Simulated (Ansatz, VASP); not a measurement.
## One calculation of TiSn2O6, two programs

File INCAR:

```
SYSTEM = TiSn2O6
PREC = Accurate ; ENCUT = 520
EDIFF = 1E-6 ; ISMEAR = 0
SIGMA = 0.1 ; LREAL = .FALSE.
LASPH = .TRUE. ; NELM = 60
ALGO = Normal ; ISIF = 2
LWAVE = .FALSE. ; LCHARG = .FALSE.
GGA = PE ; NBANDS = 48
```

The input KPOINTS:

```
regular mesh
0
G
  6 6 4
  0 0 0
```

Contents of POSCAR:

```
TiSn2O6
1.0
    7.4231150000     -1.5734449000      0.0000000000
    7.4231150000      1.5734449000      0.0000000000
   -0.1767637000      0.0000000000      4.9315937000
Ti Sn O
1 2 6
Direct
    0.3433500000      0.3433500000      0.9743440000
    0.6577530000      0.6577530000      0.0198640000
    0.9954710000      0.9954710000      0.4971590000
    0.4330030000      0.4330030000      0.6952200000
    0.7830700000      0.7830700000      0.8079250000
    0.0961720000      0.0961720000      0.8096560000
    0.8994470000      0.8994470000      0.1832780000
    0.2293180000      0.2293180000      0.1935650000
    0.5624150000      0.5624150000      0.3189890000
```

Input for Ansatz:

```yaml
crystal:
  lattice:
    - [7.423115, -1.5734449, 0.0]
    - [7.423115, 1.5734449, 0.0]
    - [-0.1767637, 0.0, 4.9315937]
  atoms:
    - { symbol: Ti, position: [0.34335, 0.34335, 0.974344] }
    - { symbol: Sn, position: [0.657753, 0.657753, 0.019864] }
    - { symbol: Sn, position: [0.995471, 0.995471, 0.497159] }
    - { symbol: O, position: [0.433003, 0.433003, 0.69522] }
    - { symbol: O, position: [0.78307, 0.78307, 0.807925] }
    - { symbol: O, position: [0.096172, 0.096172, 0.809656] }
    - { symbol: O, position: [0.899447, 0.899447, 0.183278] }
    - { symbol: O, position: [0.229318, 0.229318, 0.193565] }
    - { symbol: O, position: [0.562415, 0.562415, 0.318989] }
basis:
  ecutwfc: 420
kpoints:
  mp_grid: { grid: [6, 6, 4] }
hamiltonian:
  xc: pbe
scf:
  occupations: { method: gaussian, width: 0.1 }
  lower_state_search: "off"
output:
  forces: true
  stress: true
  eigenvalues: true
```

Alike in both runs: task single point; functional PBE; k mesh 6 × 6 × 4; occupations gaussian, width 0.1 eV; no spin polarisation.

```csv
,VASP,Ansatz
version,VASP 6.6.1,Ansatz 0.2.0
potentials or method,"VASP PAW PBE potentials, release 64 (Ti_sv, Sn_d, O), cutoff 520 eV","scalar-relativistic, plane waves, PAW"
valence electrons in the cell,76,76
```

```csv
,VASP,Ansatz,Ansatz less VASP
gap on the k mesh at the Fermi level (eV),1.85,1.87,+0.021
least direct gap on the mesh (eV),1.97,1.99,+0.017
pressure (GPa),0.6,0.0,-0.60
"traceless stress, the component that is largest in VASP (GPa)",0.17,-0.02,-0.192
rms of the force components (eV/Å),0.018,0.002,-0.0165
```

Atom by atom the forces differ by 0.018 eV/Å (rms over components). The functional is the same, so the differences come from potentials, cutoffs and numerics.
